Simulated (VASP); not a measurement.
# Si62P (a cell with a defect) in VASP: single point with LDA

Aim: the single point of Si62P (a cell with a defect) with LDA.

All numbers are computed with VASP 6.6.1; they aren't measurements. Logs are shortened: lines on timing, memory, paths and dates and some standing lists are left out, and cuts for length are marked.

## 1. The cell of the first run

The cell holds a defect, 63 atoms: a = 10.860 Å, b = 10.860 Å, c = 10.860 Å, α = 90.00°, β = 90.00°, γ = 90.00°.

## 2. Single point, LDA, collinear spin, zero start

Contents of INCAR:

```
  PREC = Accurate
  ENCUT = 520
  EDIFF = 1E-7
  ISMEAR = 0
  SIGMA = 0.05
  LREAL = Auto
  LASPH = True
  NELM = 150
  ALGO = Normal
  ISIF = 2
  LWAVE = False
  LCHARG = True
  ISPIN = 2
  MAGMOM = 0 0 0 0 0 0 0 0 0 0 0 0 0 0 0 0 0 0 0 0 0 0 0 0 0 0 0 0 0 0 0 0 0 0 0 0 0 0 0 0 0 0 0 0 0 0 0 0 0 0 0 0 0 0 0 0 0 0 0 0 0 0 0
  LORBIT = 11
  GGA = CA
  LELF = True
  LVHAR = True
  NBANDS = 168
  NELECT = 251.0
```

Contents of KPOINTS:

```
Automatic mesh
0
Gamma
  1 1 1
```

Contents of POSCAR:

```
Si62P
1.0
   10.8600000000      0.0000000000      0.0000000000
    0.0000000000     10.8600000000      0.0000000000
    0.0000000000      0.0000000000     10.8600000000
Si P
62 1
Direct
    0.5027274401      0.0030117864     -0.0015955801
    0.6208245856      0.1267075506      0.1291754144
    0.8732924494      0.3791754144      0.1291754144
    0.7515955801      0.0030117864      0.2472725599
    0.8753513812      0.1246486188      0.3749512891
   -0.0010997238      0.0010997238     -0.0074385820
    0.1230309392      0.1251495396      0.1210188766
    0.2501952118      0.2499836096     -0.0000163904
    0.3727032228      0.3757825046      0.1257825046
    0.4987758748      0.5012241252      0.0037326888
    0.6242174954      0.6272967772      0.1257825046
    0.7500163904      0.7498047882     -0.0000163904
    0.8748504604      0.8769690608      0.1210188766
    0.2486860958      0.0011936464      0.2482724678
    0.3751839779      0.1236872928      0.3748160221
    0.4987758748      0.2537326888      0.2512241252
    0.6242174954      0.3757825046      0.3772967772
    0.7462673112      0.5012241252      0.2512241252
    0.8763127072      0.6248160221      0.3748160221
    0.5017275322      0.0011936464      0.5013139042
    0.6289811234      0.1251495396      0.6269690608
    0.7500163904      0.2499836096      0.4998047882
    0.8748504604      0.3710188766      0.6269690608
    0.7574385820      0.0010997238      0.7510997238
   -0.0030117864      0.4972725599     -0.0015955801
    0.1233966851      0.6243329650      0.1255597606
    0.2501828729      0.7498171271      0.0000426335
    0.3756670350      0.8766033149      0.1255597606
   -0.0030117864      0.2484044199      0.2472725599
    0.1233966851      0.3755597606      0.3743329650
    0.2480721915      0.5008555249      0.2508555249
    0.3748344383      0.6251655617      0.3751655617
    0.4991444751      0.7519278085      0.2508555249
    0.6244402394      0.8766033149      0.3743329650
    0.0010301105     -0.0010301105      0.4983258748
    0.1265914365      0.1217503683      0.6234085635
    0.2501828729      0.2500426335      0.4998171271
    0.3756670350      0.3755597606      0.6266033149
    0.4991444751      0.5008555249      0.5019278085
    0.6244402394      0.6243329650      0.6266033149
    0.7499573665      0.7498171271      0.4998171271
    0.8782496317      0.8734085635      0.6234085635
    0.2516741252     -0.0010301105      0.7489698895
    0.3750487109      0.1246486188      0.8746486188
    0.5027274401      0.2484044199      0.7530117864
    0.6208245856      0.3791754144      0.8767075506
    0.7515955801      0.4972725599      0.7530117864
    0.8753513812      0.6249512891      0.8746486188
   -0.0011936464      0.7513139042      0.2482724678
    0.1258589319      0.8741410681      0.3732403315
   -0.0011936464      0.4982724678      0.5013139042
    0.1258589319      0.6232403315      0.6241410681
    0.2500802026      0.7499197974      0.4999197974
    0.3767596685      0.8741410681      0.6241410681
   -0.0010997238      0.2425614180      0.7510997238
    0.1230309392      0.3710188766      0.8751495396
    0.2486860958      0.4982724678      0.7511936464
    0.3751839779      0.6248160221      0.8736872928
    0.5017275322      0.7513139042      0.7511936464
    0.6289811234      0.8769690608      0.8751495396
    0.0010301105      0.7483258748      0.7489698895
    0.1265914365      0.8734085635      0.8717503683
    0.8751629834      0.1248370166     -0.1251629834
```

Potentials or basis: VASP PAW LDA potentials, release 64 (Si, P).

Command:

```
cat potpaw_LDA.64/Si/POTCAR potpaw_LDA.64/P/POTCAR > POTCAR
mpirun -np 1 vasp_gam > vasp.out
```

OUTCAR:

```text
PREC = Accurate
   ENCUT = 520
   EDIFF = 1E-7
   ISMEAR = 0
   LREAL = Auto
   LASPH = True
   NELM = 150
   ISIF = 2
   ISPIN = 2
   LORBIT = 11
   GGA = CA
   NELECT = 251.0

 ion  position               nearest neighbor table
   1  0.503  0.003  0.998-   2 2.34  44 2.34  60 2.35  28 2.39
   2  0.621  0.127  0.129-  16 2.33   4 2.34   1 2.34
   3  0.873  0.379  0.129-  18 2.33  29 2.34  25 2.34
   4  0.752  0.003  0.247-   2 2.34   5 2.34  13 2.35  34 2.39
   5  0.875  0.125  0.375-   4 2.34  29 2.34  35 2.35  22 2.35
   6  0.999  0.001  0.993-  63 2.29  62 2.36   7 2.36  13 2.36
   7  0.123  0.125  0.121-   8 2.34  29 2.35   6 2.36  14 2.36
   8  0.250  0.250  1.000-   7 2.34  56 2.34   9 2.35  44 2.35
   9  0.373  0.376  0.126-  10 2.34  16 2.34   8 2.35  31 2.35
[... 40 lines left out ...]
  50  0.126  0.874  0.373-  35 2.35  14 2.35  49 2.35  53 2.35
  51  0.999  0.498  0.501-  30 2.35  52 2.35  19 2.35  23 2.36
  52  0.126  0.623  0.624-  61 2.35  57 2.35  51 2.35  53 2.35
[... 8 lines left out ...]
  61  0.001  0.748  0.749-  42 2.34  62 2.34  52 2.35  48 2.35
  62  0.127  0.873  0.872-  43 2.34  61 2.34  27 2.35   6 2.36
  63  0.875  0.125  0.875-   6 2.29  24 2.29  55 2.29

  LATTYP: Found a simple cubic cell.
 ALAT       =    10.8600000000

  Lattice vectors:

 A1 = (  10.8600000000,   0.0000000000,   0.0000000000)
 A2 = (   0.0000000000,  10.8600000000,   0.0000000000)
 A3 = (   0.0000000000,   0.0000000000,  10.8600000000)

Analysis of symmetry for initial positions (statically):
=====================================================================
 Subroutine PRICEL returns:
 Original cell was already a primitive cell.

 Routine SETGRP: Setting up the symmetry group for a
 simple cubic supercell.

 Subroutine GETGRP returns: Found  6 space group operations
 (whereof  2 operations were pure point group operations)
 out of a pool of 48 trial point group operations.

The static configuration has the point symmetry C_1h.
 The point group associated with its full space group is C_3v.

Analysis of symmetry for dynamics (positions and initial velocities):
=====================================================================
 Subroutine PRICEL returns:
 Original cell was already a primitive cell.

 Routine SETGRP: Setting up the symmetry group for a
 simple cubic supercell.

 Subroutine GETGRP returns: Found  6 space group operations
 (whereof  2 operations were pure point group operations)
 out of a pool of 48 trial point group operations.

The dynamic configuration has the point symmetry C_1h.
 The point group associated with its full space group is C_3v.

Analysis of structural, dynamic, and magnetic symmetry:
=====================================================================
 Subroutine PRICEL returns:
 Original cell was already a primitive cell.

 Routine SETGRP: Setting up the symmetry group for a
 simple cubic supercell.

 Subroutine GETGRP returns: Found  6 space group operations
 (whereof  2 operations were pure point group operations)
 out of a pool of 48 trial point group operations.

The overall configuration has the point symmetry C_1h.
 The point group associated with its full space group is C_3v.

 Subroutine INISYM returns: Found  6 space group operations
 (whereof  2 operations are pure point group operations),
 and found     1 'primitive' translations

----------------------------------------------------------------------------------------

                                     Primitive cell

  volume of cell :    1280.8241

  direct lattice vectors                    reciprocal lattice vectors
    10.860000000  0.000000000  0.000000000     0.092081031  0.000000000  0.000000000
[... 178 lines left out ...]
   ISPIN  =      2    spin polarized calculation?
   LNONCOLLINEAR =      F non collinear calculations
   LSORBIT =      F    spin-orbit coupling
   LASPH  =      T    aspherical Exc in radial PAW
   ENCUT  =  520.0 eV  38.22 Ry    6.18 a.u.  20.19 20.19 20.19*2*pi/ulx,y,z
   NELM   =    150;   NELMIN=  2; NELMDL= -5     # of ELM steps
   EDIFF  = 0.1E-06   stopping-criterion for ELM
   LREAL  =      T    real-space projection
   EDIFFG = 0.1E-05   stopping-criterion for IOM
   NSW    =      0    number of steps for IOM
   IBRION =     -1    ionic relax: 0-MD 1-quasi-New 2-CG
   NFREE  =      0    steps in history (QN), initial steepest desc. (CG)
   ISIF   =      2    stress and relaxation
   ISYM   =      2    0-nonsym 1-usesym 2-fastsym
   POTIM  = 0.5000    time-step for ionic-motion
   TEBEG  =    0.0;   TEEND  =   0.0 temperature during run
   PSTRESS=    0.0 pullay stress
   NELECT =     251.0000    total number of electrons
   NUPDOWN=      -1.0000    fix difference up-down
   EMIN   =  10.00;   EMAX   =-10.00  energy-range for DOS
   EFERMI =   0.00;   METHOD = LEGACY
   ISMEAR =     0;   SIGMA  =   0.05  broadening in eV -4-tet -1-fermi 0-gaus
   EFERMI_NEDOS =   21; number of points for ismear=-14 and -15
   IALGO  =     38    algorithm
   IMIX   =      4    mixing-type and parameters
     AMIX     =   0.40;   BMIX     =  1.00
     AMIX_MAG =   1.60;   BMIX_MAG =  1.00
  volume/ion in A,a.u.               =      20.33       137.20
  Fermi-wavevector in a.u.,A,eV,Ry     =   0.950903  1.796946 12.302614  0.904217
  Thomas-Fermi vector in A             =   2.079323
   LORBIT       =     11    0 simple, 1 ext, 2 COOP (PROOUT), +10 PAW based schemes
   GGA     = CA    functional components
   LHFCALC =     F    Hartree Fock is set to
   AEXX    =    0.0000 exact exchange contribution
   IVDW    =     0    specifies the selected vdW correction
   LEPSILON=     F    determine dielectric tensor
   LRPA    =     F    only Hartree local field effects (RPA)
 spin polarized calculation
 Gauss-broadening in eV      SIGMA  =   0.05
  energy-cutoff  :      520.00
  volume of cell :     1280.82
 maximum number of plane-waves:     17229
 NGX is ok and might be reduce to    84
   NGX = 41   NGY = 41   NGZ = 41

 number of electron     253.0000000 magnetization       0.0000000

 number of electron     250.9999994 magnetization      -0.0000617

 Free energy of the ion-electron system (eV)
  ---------------------------------------------------
  ext. energy  EPLUGINS =         0.00000000
  ---------------------------------------------------
  free energy    TOTEN  =      -378.17393721 eV

  energy without entropy =     -378.14572773  energy(sigma->0) =     -378.15983247

 E-fermi :   5.8114     XC(G=0):  -9.5075

 val. band max:        5.8114174682   @ k =   0.0000   0.0000   0.0000
 cond. band min:       5.8114202366   @ k =   0.0000   0.0000   0.0000
 fundamental gap:      0.0000027684
 Fermi energy:         5.8114188524

 spin component 1

 k-point     1 :       0.0000    0.0000    0.0000
  band No.  band energies     occupation
      1      -6.4136      1.00000
      2      -5.8561      1.00000
      3      -5.2206      1.00000
      4      -5.2206      1.00000
      5      -5.2169      1.00000
      6      -5.2169      1.00000
[... 129 lines left out ...]
    136       6.6992      0.00000
    137       6.6992      0.00000
 Fermi energy:         5.8114188524

 spin component 2

 k-point     1 :       0.0000    0.0000    0.0000
  band No.  band energies     occupation
      1      -6.4136      1.00000
      2      -5.8561      1.00000
      3      -5.2206      1.00000
      4      -5.2206      1.00000
      5      -5.2169      1.00000
      6      -5.2169      1.00000
[... 129 lines left out ...]
    136       6.6992      0.00000
    137       6.6992      0.00000
 [bands above 137 left out]

------------------------ aborting loop because EDIFF is reached ----------------------------------------

  FORCE on cell =-STRESS in cart. coord.  units (eV):
  Direction    XX          YY          ZZ          XY          YZ          ZX
  --------------------------------------------------------------------------------------
  -------------------------------------------------------------------------------------
  Total      -29.5599479    -29.5599479    -29.5599479     -2.5602312      2.5602312     -2.5602312
  in kB      -36.9764123    -36.9764123    -36.9764123     -3.2025822      3.2025822     -3.2025822
  external PRESSURE =     -36.9764123 kB  Pullay stress =       0.0000000 kB

 VOLUME and BASIS-vectors are now :
 -----------------------------------------------------------------------------
  energy-cutoff  :      520.00
  volume of cell :     1280.82
      direct lattice vectors                 reciprocal lattice vectors
    10.860000000  0.000000000  0.000000000     0.092081031  0.000000000  0.000000000
     0.000000000 10.860000000  0.000000000     0.000000000  0.092081031  0.000000000
     0.000000000  0.000000000 10.860000000     0.000000000  0.000000000  0.092081031

 POSITION                                       TOTAL-FORCE (eV/Angst)
 -----------------------------------------------------------------------------------
      5.45962      0.03271     10.84267         0.006631      0.000509      0.006698
      6.74215      1.37604      1.40285        -0.004571     -0.018611      0.004571
      9.48396      4.11785      1.40285         0.018611      0.004571      0.004571
      8.16233      0.03271      2.68538        -0.006698      0.000509     -0.006631
      9.50632      1.35368      4.07197        -0.004938      0.004938      0.004818
     10.84806      0.01194     10.77922        -0.005337      0.005337      0.005660
[... 55 lines left out ...]
      1.37478      9.48522      9.46721        -0.001776      0.001776      0.006098
      9.50427      1.35573      9.50073         0.007006     -0.007006     -0.007006
 -----------------------------------------------------------------------------------
    total drift:                                0.003459     -0.003459     -0.003459

  FREE ENERGIE OF THE ION-ELECTRON SYSTEM (eV)
  ---------------------------------------------------
  free  energy   TOTEN  =      -378.1739372051 eV

  energy  without entropy=     -378.1457277259  energy(sigma->0) =     -378.15983247

 total charge

# of ion       s       p       d       tot
------------------------------------------
    1        0.749   0.944   0.000   1.693
    2        0.787   0.857   0.000   1.645
    3        0.787   0.857   0.000   1.645
    4        0.749   0.944   0.000   1.693
    5        0.745   0.961   0.000   1.707
    6        0.744   0.925   0.000   1.670
[... 55 lines left out ...]
   62        0.749   0.955   0.000   1.704
   63        1.048   1.459   0.000   2.506
--------------------------------------------------
tot         47.473  60.125   0.000 107.598

 magnetization (x)

# of ion       s       p       d       tot
------------------------------------------
    1        0.000   0.000   0.000   0.000
    2        0.000  -0.000   0.000  -0.000
    3        0.000  -0.000   0.000  -0.000
    4        0.000   0.000   0.000   0.000
    5        0.000  -0.000   0.000  -0.000
    6       -0.000  -0.000   0.000  -0.000
[... 55 lines left out ...]
   62        0.000  -0.000   0.000  -0.000
   63       -0.000  -0.000   0.000  -0.000
--------------------------------------------------
tot          0.000  -0.000   0.000  -0.000
```

Run time: 12 min. Hardware: 1 thread of Intel Xeon Platinum 8259CL at 2.50GHz (Skylake/Cascade Lake), shared host; peak memory 0.92 GiB.

What came out:

| Quantity | Value |
| --- | --- |
| Free energy | -378.1739 eV |
| Largest force | 0.020 eV/Å |
| Net moment | 0.00 μB per cell |
| Valence electrons inside the program's atomic spheres | Si 1.69, 1.65, 1.71, 1.67, 1.70 (each value once); P 2.51 |

Forces on the atoms (eV/Å):
```
Si   0.007  0.001  0.007
Si  -0.005 -0.019  0.005
Si   0.019  0.005  0.005
Si  -0.007  0.001 -0.007
Si  -0.005  0.005  0.005
Si  -0.005  0.005  0.006
Si   0.001 -0.002  0.004
Si   0.008 -0.001 -0.001
Si   0.000  0.003  0.003
Si  -0.001  0.001  0.000
Si  -0.003  0.000  0.003
Si   0.001 -0.008 -0.001
Si   0.002 -0.001  0.004
Si  -0.002 -0.001  0.001
Si   0.000  0.004  0.000
Si  -0.001  0.000  0.001
Si  -0.003  0.003  0.000
Si   0.000  0.001  0.001
Si  -0.004  0.000  0.000
Si  -0.001 -0.001  0.002
Si  -0.004 -0.002 -0.001
Si   0.001 -0.001 -0.008
Si   0.002  0.004 -0.001
Si  -0.006  0.005  0.005
Si  -0.001 -0.007  0.007
Si  -0.002 -0.002 -0.007
Si   0.003 -0.003  0.003
Si   0.002  0.002 -0.007
Si  -0.001  0.007 -0.007
Si  -0.002 -0.007 -0.002
Si   0.004  0.001  0.001
Si   0.004 -0.004 -0.004
Si  -0.001 -0.004  0.001
Si   0.007  0.002 -0.002
Si  -0.001  0.001 -0.004
Si  -0.002  0.006  0.002
Si   0.003  0.003 -0.003
Si   0.002 -0.007  0.002
Si  -0.001  0.001 -0.004
Si   0.007 -0.002  0.002
Si  -0.003 -0.003 -0.003
Si  -0.006  0.002  0.002
Si   0.004  0.001  0.001
Si  -0.005  0.005  0.005
Si   0.007  0.007  0.001
Si  -0.005  0.005 -0.019
Si  -0.007 -0.007  0.001
Si  -0.005  0.005  0.005
Si   0.001  0.002  0.001
Si   0.000  0.000  0.002
Si   0.001  0.001  0.002
Si   0.000  0.002  0.000
Si   0.007 -0.007 -0.007
Si  -0.002  0.000  0.000
Si  -0.005  0.006  0.005
Si   0.001  0.004 -0.002
Si  -0.002  0.001 -0.001
Si   0.000  0.000  0.004
Si  -0.001  0.002 -0.001
Si  -0.004 -0.001 -0.002
Si  -0.001 -0.004  0.001
Si  -0.002  0.002  0.006
P    0.007 -0.007 -0.007
```

Caveat: the k points lie up to 0.58 Å⁻¹ apart; the cell carries a net charge on a neutralising background, which shifts energy and pressure; the cell is charged against a uniform background, so pressure and absolute levels hang on convention; no moment was typed at the start, so none could form.
